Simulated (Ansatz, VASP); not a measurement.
One calculation of Zr, two programs

Contents of INCAR:

```
  PREC = Accurate
  ENCUT = 520
  EDIFF = 1E-8
  ISMEAR = -1
  SIGMA = 0.08
  LREAL = False
  LASPH = True
  NELM = 60
  ALGO = Normal
  ISIF = 2
  LWAVE = False
  LCHARG = False
  GGA = PS
  LEFG = True
  NBANDS = 19
```

KPOINTS

```
Automatic mesh
0
Gamma
  13 13 7
```

File POSCAR:

```
Zr
1.0
    3.2587101630      0.0000000000      0.0000000000
   -1.6293550814      2.8221257846      0.0000000000
    0.0000000000      0.0000000000      5.1895391192
Zr
2
Direct
    0.3333333333      0.6666666667      0.2500000000
    0.6666666667      0.3333333333      0.7500000000
```

Input for Ansatz:

```yaml
crystal:
  lattice:
    - [3.258710163, 0.0, 0.0]
    - [-1.6293550814, 2.8221257846, 0.0]
    - [0.0, 0.0, 5.1895391192]
  atoms:
    - { symbol: Zr, position: [0.3333333333, 0.6666666667, 0.25] }
    - { symbol: Zr, position: [0.6666666667, 0.3333333333, 0.75] }
kpoints:
  mp_grid: { grid: [13, 13, 7] }
scf:
  occupations: { method: fermi_dirac, width: 0.08 }
hamiltonian:
  xc: pbesol
  pseudopotentials: { kind: paw }
output:
  forces: true
  stress: true
  eigenvalues: true
  efg: { contact_densities: true }
  write_density: true
  write_potential: true
  elf: true
  volumetric_format: npy
```

Change from the starting cell: volume scaled by 1.025, PAW files.

Alike in both runs: task electric field gradients; functional PBEsol; k mesh 13 × 13 × 7; occupations fermi-dirac, width 0.08 eV; no spin polarisation.

|  | VASP | Ansatz |
| --- | --- | --- |
| version | VASP 6.6.1 | Ansatz 0.2.0 |
| potentials or method | VASP PAW PBE potentials, release 64 (Zr_sv) | PAW with Ansatz's default frozen-core files, scalar-relativistic |
| plane-wave cutoff (eV) | 520 | 420 |
| valence electrons in the cell | 24 | 24 |

Ansatz gave:

```
pressure (GPa)                                                : -5.4
traceless stress, the component that is largest in VASP (GPa) : 0.31
size of Vzz on the site where it differs most (V/Å²)          : 40.0
```

Problem. What did VASP give for the same quantities?

Solution. Pressure (GPa): -5.3; traceless stress, the component that is largest in VASP (GPa): 0.31; size of Vzz on the site where it differs most (V/Å²): 39.4.

VASP's potentials were made for PBE, not for PBEsol.
